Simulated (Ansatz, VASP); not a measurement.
**Two plane-wave programs on Si4O**

Contents of INCAR:

```
  PREC = Accurate
  ENCUT = 520
  EDIFF = 1E-6
  ISMEAR = 0
  SIGMA = 0.05
  LREAL = F
  LASPH = T
  NELM = 150
  ALGO = Normal
  ISIF = 2
  LWAVE = F
  LCHARG = F
  ISPIN = 2
  MAGMOM = 0 0 0 0 2
  LORBIT = 11
  LDIPOL = T
  IDIPOL = 3
  DIPOL = 0.5 0.5 0.326
  GGA = PE
  IVDW = 12
  NBANDS = 23
```

Contents of KPOINTS:

```
Automatic mesh
0
Gamma
  7 7 1
```

The input POSCAR:

```
Si4O
1.0
    3.8333442603      0.0000000000      0.0000000000
    0.0000000000      3.8333442603      0.0000000000
    0.0000000000      0.0000000000     21.2034818054
Si O
4 1
Direct
    0.0000000000      0.5000000000      0.1886482624
    0.0000000000      0.0000000000      0.2525666261
    0.5000000000      0.0000000000      0.3191936744
    0.5000000000      0.5000000000      0.3821769405
    1.0000000000      0.7500000000      0.4859334849
```

Input for Ansatz:

```yaml
crystal:
  lattice:
    - [3.8333442603, 0.0, 0.0]
    - [0.0, 3.8333442603, 0.0]
    - [0.0, 0.0, 21.2034818054]
  atoms:
    - { symbol: Si, position: [0.0, 0.5, 0.1886482624] }
    - { symbol: Si, position: [0.0, 0.0, 0.2525666261] }
    - { symbol: Si, position: [0.5, 0.0, 0.3191936744] }
    - { symbol: Si, position: [0.5, 0.5, 0.3821769405] }
    - { symbol: O, position: [1.0, 0.75, 0.4859334849], spin: 2.0 }
basis:
  ecutwfc: 420
kpoints:
  mp_grid: { grid: [7, 7, 1] }
hamiltonian:
  xc: pbe
  pseudopotentials: { kind: paw, azcp: { folder: soft_1 } }
  dispersion: d3bj
scf:
  occupations: { method: gaussian, width: 0.05 }
output:
  forces: true
  eigenvalues: true
  populations: true
magnetization:
  spin_polarized: true
efield:
  axis: 3
  dipole_correction: true
  ramp_width: 0.04
```

Alike in both runs: task single point; functional PBE; dispersion D3(BJ); k mesh 7 × 7 × 1; occupations gaussian, width 0.05 eV; collinear spin.

|  | VASP | Ansatz |
| --- | --- | --- |
| version | VASP 6.6.1 | Ansatz 0.2.0 |
| potentials or method | VASP PAW PBE potentials, release 64 (Si, O), cutoff 520 eV | scalar-relativistic, plane waves, PAW |
| valence electrons in the cell | 22 | 22 |

Ansatz gave:

| Quantity | Value |
| --- | --- |
| gap on the k mesh at the Fermi level (eV) | none |
| rms of the force components (eV/Å) | 0.519 |
| net moment per atom (μB) | 0.28 |
| size of the moment on the site where the two differ most (μB) | 1.54 |

Question: Which values does VASP return?

Answer: gap on the k mesh at the Fermi level (eV): none; rms of the force components (eV/Å): 0.518; net moment per atom (μB): 0.28; size of the moment on the site where the two differ most (μB): 1.25.

Site moments also hang on the region over which each program counts them. Atom by atom the forces differ by 0.002 eV/Å (rms over components). A gap of «none» marks a metal or a gap that the smearing closes.
